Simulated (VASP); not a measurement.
# SrCl2 (P-3m1) in VASP: a series of runs

Runs on SrCl2. Level: HSE06. Tasks: single point.

All numbers are computed with VASP 6.6.1; they aren't measurements. Logs are shortened: lines on timing, memory, paths and dates and some standing lists are left out, and cuts for length are marked.

## 1. The cell of the first run

Symmetry: P-3m1, No. 164, trigonal system. The conventional cell has a = 4.407 Å, b = 4.407 Å, c = 5.772 Å, α = 90.00°, β = 90.00°, γ = 120.00°. Within 3.8 Å of Sr (site symmetry -3m) lie 6 Cl at 2.91 Å. Within 4.0 Å of Cl (site symmetry 3m) lie 3 Sr at 2.91 Å and 6 Cl at 3.79 to 3.91 Å.

## 2. Single point, HSE06 (uniaxial z strain +3.1%)

POSCAR reads:

```
SrCl2
1.0
    4.4072489055      0.0000000000      0.0000000000
   -2.2036244528      3.8167895130      0.0000000000
    0.0000000000      0.0000000000      5.7717814611
Sr Cl
1 2
Direct
    0.0000000000      0.0000000000      0.0000000000
    0.3333333333      0.6666666667      0.2428889105
    0.6666666667      0.3333333333      0.7571110895
```

INCAR.step1 reads:

```
SYSTEM = SrCl2
PREC = Accurate
ENCUT = 520
EDIFF = 1E-5
ISMEAR = 0
SIGMA = 0.01
LREAL = .FALSE.
LASPH = .TRUE.
NELM = 80
ALGO = Normal
ISIF = 2
LWAVE = .TRUE.
LCHARG = .FALSE.
NBANDS = 19
GGA = PE
KPAR = 4
```

INCAR.step2 reads:

```
SYSTEM = SrCl2
PREC = Accurate
ENCUT = 520
EDIFF = 1E-6
ISMEAR = 0
SIGMA = 0.01
LREAL = .FALSE.
LASPH = .TRUE.
NELM = 80
ALGO = Normal
ISIF = 2
LWAVE = .FALSE.
LCHARG = .FALSE.
GGA = PE
LHFCALC = .TRUE.
HFSCREEN = 0.2079
PRECFOCK = Normal
NBANDS = 19
ISTART = 1
KPAR = 4
```

KPOINTS reads:

```
Automatic mesh
0
G
  6 6 4
  0 0 0
```

Potentials or basis: VASP PAW PBE potentials, release 64 (Sr_sv, Cl).

Command:

```
> cat potpaw_PBE.64/Sr_sv/POTCAR potpaw_PBE.64/Cl/POTCAR > POTCAR
> cp INCAR.step1 INCAR
> mpirun -np 4 vasp_std > vasp.out
> cp INCAR.step2 INCAR
> mpirun -np 4 vasp_std > vasp.out
```

OUTCAR:

```text
SYSTEM = SrCl2
   PREC = Accurate
   ENCUT = 520
   EDIFF = 1E-6
   ISMEAR = 0
   LREAL = .FALSE.
   LASPH = .TRUE.
   NELM = 80
   ISIF = 2
   GGA = PE
   LHFCALC = .TRUE.
   HFSCREEN = 0.2079
   PRECFOCK = Normal
   ISTART = 1

 ion  position               nearest neighbor table
   1  0.000  0.000  0.000-   2 2.91   3 2.91   3 2.91   2 2.91   3 2.91   2 2.91
   2  0.333  0.667  0.243-   1 2.91   1 2.91   1 2.91
   3  0.667  0.333  0.757-   1 2.91   1 2.91   1 2.91

  LATTYP: Found a hexagonal cell.
 ALAT       =     4.4072489055
 C/A-ratio  =     1.3096109580

  Lattice vectors:

 A1 = (   4.4072489055,   0.0000000000,   0.0000000000)
 A2 = (  -2.2036244528,   3.8167895130,   0.0000000000)
 A3 = (   0.0000000000,   0.0000000000,   5.7717814611)

Analysis of symmetry for initial positions (statically):
=====================================================================
 Subroutine PRICEL returns:
 Original cell was already a primitive cell.

 Routine SETGRP: Setting up the symmetry group for a
 hexagonal supercell.

 Subroutine GETGRP returns: Found 12 space group operations
 (whereof 12 operations were pure point group operations)
 out of a pool of 24 trial point group operations.

The static configuration has the point symmetry D_3d.

Analysis of symmetry for dynamics (positions and initial velocities):
=====================================================================
 Subroutine PRICEL returns:
 Original cell was already a primitive cell.

 Routine SETGRP: Setting up the symmetry group for a
 hexagonal supercell.

 Subroutine GETGRP returns: Found 12 space group operations
 (whereof 12 operations were pure point group operations)
 out of a pool of 24 trial point group operations.

The dynamic configuration has the point symmetry D_3d.

 Subroutine INISYM returns: Found 12 space group operations
 (whereof 12 operations are pure point group operations),
 and found     1 'primitive' translations

----------------------------------------------------------------------------------------

                                     Primitive cell

  volume of cell :      97.0903

  direct lattice vectors                    reciprocal lattice vectors
     4.407248906  0.000000000  0.000000000     0.226898916  0.131000150  0.000000000
    -2.203624453  3.816789513  0.000000000     0.000000000  0.262000301  0.000000000
     0.000000000  0.000000000  5.771781461     0.000000000  0.000000000  0.173256733

  length of vectors
     4.407248906  4.407248906  5.771781461     0.262000301  0.262000301  0.173256733

  position of ions in fractional coordinates (direct lattice)
     0.000000000  0.000000000  0.000000000
     0.333333333  0.666666667  0.242888910
     0.666666667  0.333333333  0.757111090

  ion indices of the primitive-cell ions
   primitive index   ion index
                 1           1
                 2           2
                 3           3

----------------------------------------------------------------------------------------

 KPOINTS: Automatic mesh

Automatic generation of k-mesh.
 Grid dimensions read from file:
 generate k-points for:    6    6    4

 Generating k-lattice:

  Cartesian coordinates                     Fractional coordinates (reciprocal lattice)
     0.037816486  0.021833358  0.000000000     0.166666667  0.000000000  0.000000000
     0.000000000  0.043666717  0.000000000     0.000000000  0.166666667  0.000000000
     0.000000000  0.000000000  0.043314183     0.000000000  0.000000000  0.250000000

  Length of vectors
     0.043666717  0.043666717  0.043314183

  Shift w.r.t. Gamma in fractional coordinates (k-lattice)
     0.000000000  0.000000000  0.000000000

 Subroutine IBZKPT returns following result:
 ===========================================

 Found     24 irreducible k-points:

 Following reciprocal coordinates:
            Coordinates               Weight
  0.000000  0.000000  0.000000      1.000000
  0.166667  0.000000  0.000000      6.000000
  0.333333  0.000000  0.000000      6.000000
  0.500000  0.000000  0.000000      3.000000
  0.166667  0.166667  0.000000      6.000000
  0.333333  0.166667  0.000000     12.000000
[... 16 lines left out ...]
  0.333333  0.166667  0.500000     12.000000
  0.333333  0.333333  0.500000      2.000000
   k-points           NKPTS =     24   k-points in BZ     NKDIM =    144   number of bands    NBANDS=     19
   number of dos      NEDOS =    301   number of ions     NIONS =      3
   total plane-waves  NPLWV =  62208
   dimension x,y,z NGX =    36 NGY =   36 NGZ =   48
   dimension x,y,z NGXF=    72 NGYF=   72 NGZF=   96
   ions per type =               1   2
   NGX,Y,Z   is equivalent  to a cutoff of  13.58, 13.58, 13.83 a.u.
   NGXF,Y,Z  is equivalent  to a cutoff of  27.16, 27.16, 27.65 a.u.
 SYSTEM =  SrCl2
   PREC   = accura    normal or accurate (medium, high low for compatibility)
   ISTART =      1    job   : 0-new  1-cont  2-samecut
   ICHARG =      0    charge: 1-file 2-atom 10-const
   ISPIN  =      1    spin polarized calculation?
   LNONCOLLINEAR =      F non collinear calculations
   LSORBIT =      F    spin-orbit coupling
   LASPH  =      T    aspherical Exc in radial PAW
   ENCUT  =  520.0 eV  38.22 Ry    6.18 a.u.   8.19  8.19 10.73*2*pi/ulx,y,z
   NELM   =     80;   NELMIN=  2; NELMDL=  0     # of ELM steps
   EDIFF  = 0.1E-05   stopping-criterion for ELM
   LREAL  =      F    real-space projection
   EDIFFG = 0.1E-04   stopping-criterion for IOM
   NSW    =      0    number of steps for IOM
   IBRION =     -1    ionic relax: 0-MD 1-quasi-New 2-CG
   NFREE  =      0    steps in history (QN), initial steepest desc. (CG)
   ISIF   =      2    stress and relaxation
   ISYM   =      3    0-nonsym 1-usesym 2-fastsym
   POTIM  = 0.5000    time-step for ionic-motion
   TEBEG  =    0.0;   TEEND  =   0.0 temperature during run
   PSTRESS=    0.0 pullay stress
   NELECT =      24.0000    total number of electrons
   NUPDOWN=      -1.0000    fix difference up-down
   EMIN   =  10.00;   EMAX   =-10.00  energy-range for DOS
   EFERMI =   0.00;   METHOD = LEGACY
   ISMEAR =     0;   SIGMA  =   0.01  broadening in eV -4-tet -1-fermi 0-gaus
   EFERMI_NEDOS =   21; number of points for ismear=-14 and -15
   IALGO  =     38    algorithm
   IMIX   =      1    mixing-type and parameters
     AMIX     =   0.40;   BMIX     =  1.00
     AMIX_MAG =   1.60;   BMIX_MAG =  1.00
  volume/ion in A,a.u.               =      32.36       218.40
  Fermi-wavevector in a.u.,A,eV,Ry     =   1.027433  1.941566 14.362552  1.055618
  Thomas-Fermi vector in A             =   2.161377
   LORBIT       =      0    0 simple, 1 ext, 2 COOP (PROOUT), +10 PAW based schemes
   GGA     = PE    functional components
   LHFCALC =     T    Hartree Fock is set to
   PRECFOCK=normal    Normal, Fast or Accurate (Low or Medium for compatibility)
   ENCUT4O =  -1.0   cutoff for four orbital integrals eV
   NKREDX  =     1    reduce k-point grid by
   NKREDY  =     1    reduce k-point grid by
   NKREDZ  =     1    reduce k-point grid by
   AEXX    =    0.2500 exact exchange contribution
   HFSCREEN=    0.2079 screening length (either q_TF or 0.3 A-1)
   HFSCREENC=   0.2079 screening length for correlation (either q_TF or 0.3 A-1)
   ENCUTFOCK=  -1.0 apply spherical cutoff to Coloumb kernel
   IVDW    =     0    specifies the selected vdW correction
   LEPSILON=     F    determine dielectric tensor
   LRPA    =     F    only Hartree local field effects (RPA)
 non-spin polarized calculation
 Gauss-broadening in eV      SIGMA  =   0.01
  energy-cutoff  :      520.00
  volume of cell :       97.09
 maximum number of plane-waves:      2631
 NGX is ok and might be reduce to    36
  NGX = 28; NGY = 28; NGZ = 36

 number of electron      24.0000002 magnetization

 Free energy of the ion-electron system (eV)
  ---------------------------------------------------
  ext. energy  EPLUGINS =         0.00000000
  ---------------------------------------------------
  free energy    TOTEN  =       -14.61979596 eV

  energy without entropy =      -14.61979596  energy(sigma->0) =      -14.61979596

 E-fermi :  -1.8138     XC(G=0):  -6.4022

 val. band max:       -1.9644668843   @ k =   0.0000   0.0000   0.0000
 cond. band min:       4.5310199969   @ k =   0.0000   0.0000   0.0000
 fundamental gap:      6.4954868813
 Fermi energy:        -1.8137821479

 k-point     1 :       0.0000    0.0000    0.0000
  band No.  band energies     occupation
      1     -36.6364      2.00000
      2     -17.7107      2.00000
      3     -17.3401      2.00000
      4     -17.3401      2.00000
      5     -15.9985      2.00000
      6     -15.2095      2.00000
[... 11 lines left out ...]
     18       7.9720      0.00000
     19       7.9720      0.00000

 k-point     2 :       0.1667    0.0000    0.0000
  band No.  band energies     occupation
      1     -36.6339      2.00000
      2     -17.6610      2.00000
      3     -17.5227      2.00000
      4     -17.3519      2.00000
      5     -15.7758      2.00000
      6     -15.3022      2.00000
[... 11 lines left out ...]
     18       8.0531      0.00000
     19       8.7513      0.00000

 k-point     3 :       0.3333    0.0000    0.0000
  band No.  band energies     occupation
      1     -36.6289      2.00000
      2     -17.8212      2.00000
      3     -17.5088      2.00000
      4     -17.3755      2.00000
      5     -15.6248      2.00000
      6     -15.3069      2.00000
[... 11 lines left out ...]
     18       8.4462      0.00000
     19       9.3944      0.00000

 k-point     4 :       0.5000    0.0000    0.0000
  band No.  band energies     occupation
      1     -36.6264      2.00000
      2     -17.9320      2.00000
      3     -17.4329      2.00000
      4     -17.3872      2.00000
      5     -15.7200      2.00000
      6     -15.1738      2.00000
[... 407 lines left out ...]
     18       8.3540      0.00000
     19       9.0570      0.00000

 k-point    23 :       0.3333    0.1667    0.5000
  band No.  band energies     occupation
      1     -36.6263      2.00000
      2     -17.8429      2.00000
      3     -17.5211      2.00000
      4     -17.4275      2.00000
      5     -15.6117      2.00000
      6     -15.2445      2.00000
[... 11 lines left out ...]
     18       8.6154      0.00000
     19       9.1216      0.00000

 k-point    24 :       0.3333    0.3333    0.5000
  band No.  band energies     occupation
      1     -36.6251      2.00000
      2     -17.7136      2.00000
      3     -17.7136      2.00000
      4     -17.4280      2.00000
      5     -15.3998      2.00000
      6     -15.3998      2.00000
[... 11 lines left out ...]
     18       8.4867      0.00000
     19       9.5795      0.00000

------------------------ aborting loop because EDIFF is reached ----------------------------------------

  FORCE on cell =-STRESS in cart. coord.  units (eV):
  Direction    XX          YY          ZZ          XY          YZ          ZX
  --------------------------------------------------------------------------------------
  -------------------------------------------------------------------------------------
  Total        0.3573390      0.3573390      0.2893348     -0.0000000      0.0000000     -0.0000000
  in kB        5.8967850      5.8967850      4.7745843     -0.0000000      0.0000000     -0.0000000
  external PRESSURE =       5.5227181 kB  Pullay stress =       0.0000000 kB

 VOLUME and BASIS-vectors are now :
 -----------------------------------------------------------------------------
  energy-cutoff  :      520.00
  volume of cell :       97.09
      direct lattice vectors                 reciprocal lattice vectors
     4.407248906  0.000000000  0.000000000     0.226898916  0.131000150  0.000000000
    -2.203624453  3.816789513  0.000000000     0.000000000  0.262000301  0.000000000
     0.000000000  0.000000000  5.771781461     0.000000000  0.000000000  0.173256733

 POSITION                                       TOTAL-FORCE (eV/Angst)
 -----------------------------------------------------------------------------------
      0.00000      0.00000      0.00000        -0.000000      0.000000     -0.000000
     -0.00000      2.54453      1.40190         0.000000     -0.000000     -0.037549
      2.20362      1.27226      4.36988        -0.000000      0.000000      0.037549
 -----------------------------------------------------------------------------------
    total drift:                               -0.000000      0.000000     -0.000002

  FREE ENERGIE OF THE ION-ELECTRON SYSTEM (eV)
  ---------------------------------------------------
  free  energy   TOTEN  =       -14.6197959598 eV

  energy  without entropy=      -14.6197959598  energy(sigma->0) =      -14.61979596
```

Run time: 17 min. Hardware: 4 MPI ranks of Intel Xeon 6975P-C (Granite Rapids), shared host; peak memory 0.39 GiB.

Results:

- Free energy: -14.6198 eV
- Pressure: 0.6 GPa
- Largest force: 0.038 eV/Å
- Band gap on the k mesh: 6.50 eV

Forces on the atoms (eV/Å):
```
Sr   0.000  0.000  0.000
Cl   0.000  0.000 -0.038
Cl   0.000  0.000  0.038
```

Caveat: the cell differs from its parent crystal (uniaxial z strain +3.1%); the PAW data sets were made with another functional, which shifts forces and pressure a little.

[end of part 1 of 2]
